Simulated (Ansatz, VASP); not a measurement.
SnO2 in VASP and in Ansatz

```
Sn O
1.0
     4.82696    0.00000    0.00000
     0.00000    4.82696    0.00000
     0.00000    0.00000    3.23834
Sn O
2 4
Direct
  0.00000 0.00000 0.00000
  0.50000 0.50000 0.50000
  0.30657 0.30657 0.00000
  0.19343 0.80657 0.50000
  0.69343 0.69343 0.00000
  0.80657 0.19343 0.50000
```

Alike in both runs: functional PBE; k mesh 6 × 6 × 10; occupations gaussian, width 0.05 eV; no spin polarisation.

Ansatz relaxed the structure, and its values are those at the end. VASP's run is a single point on that final structure, the one shown.

```csv
,VASP,Ansatz
version,VASP 6.6.1,Ansatz 0.2.0
potentials or method,"VASP PAW PBE potentials, release 64 (Sn_d, O), cutoff 520 eV","scalar-relativistic, plane waves, PAW"
valence electrons in the cell,52,52
```

|  | VASP | Ansatz | Ansatz less VASP |
| --- | --- | --- | --- |
| gap on the k mesh at the Fermi level (eV) | 0.67 | 0.68 | +0.012 |
| least direct gap on the mesh (eV) | 0.67 | 0.68 | +0.012 |
| pressure (GPa) | 0.6 | 0.0 | -0.60 |
| rms of the force components (eV/Å) | 0.007 | 0.000 | -0.0072 |
